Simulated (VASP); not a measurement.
## GaN: single point with r2SCAN

Crystal: GaN.

```
CELL_PARAMETERS angstrom
3.18169 0.00000 0.00000
-1.59085 2.75543 0.00000
0.00000 0.00000 10.37729
ATOMIC_POSITIONS crystal
Ga 0.00000 0.00000 0.99964
Ga 0.33333 0.66667 0.24993
Ga 0.00000 0.00000 0.49964
Ga 0.66667 0.33333 0.74993
N 0.00000 0.00000 0.18764
N 0.33333 0.66667 0.43779
N 0.00000 0.00000 0.68764
N 0.66667 0.33333 0.93779
```

```
Program             : VASP 6.6.1
Task                : single point
Functional          : r2SCAN
Potentials or basis : VASP PAW PBE potentials, release 64 (Ga_d, N)
Cutoff              : 520 eV
k mesh              : 12 × 12 × 4
Occupations         : gaussian, width 0.01 eV
Spin                : no spin polarisation
```

```json
{
  "Pressure": "1.1 GPa",
  "Largest force": "0.009 eV/Å",
  "Band gap on the k mesh": "2.25 eV"
}
```

Forces in eV/Å, atoms in the order of the input:
```
Ga   0.000  0.000  0.004
Ga   0.000  0.000  0.009
Ga   0.000  0.000  0.004
Ga   0.000  0.000  0.009
N    0.000  0.000 -0.008
N    0.000  0.000 -0.006
N    0.000  0.000 -0.008
N    0.000  0.000 -0.006
```

Stress tensor (GPa, compression positive):
```
1.11 0.00 0.00
0.00 1.11 0.00
0.00 0.00 1.02
```

Levels at points of the mesh, in eV from the valence-band top:
```csv
k point,band 34,band 35,band 36,band 37,band 38,band 39
"(0.00, 0.00, 0.00)",-0.02,0.00,0.00,2.25,4.52,4.84
"(0.50, 0.00, 0.00)",-1.92,-1.32,-1.02,4.23,4.55,5.90
"(0.00, 0.00, 0.50)",-0.17,-0.17,-0.17,3.43,3.43,5.03
"(0.50, 0.00, 0.50)",-1.92,-1.32,-1.32,4.86,4.86,5.69
```

Run time: 14 min on 1 thread of Intel(R) Xeon(R) Platinum 8259CL CPU @ 2.50GHz (Skylake/Cascade Lake), on a shared host, peak memory 0.32 GiB.

Caveat: the PAW data sets were made with another functional, which shifts forces and pressure a little. A k mesh can miss the band edges.
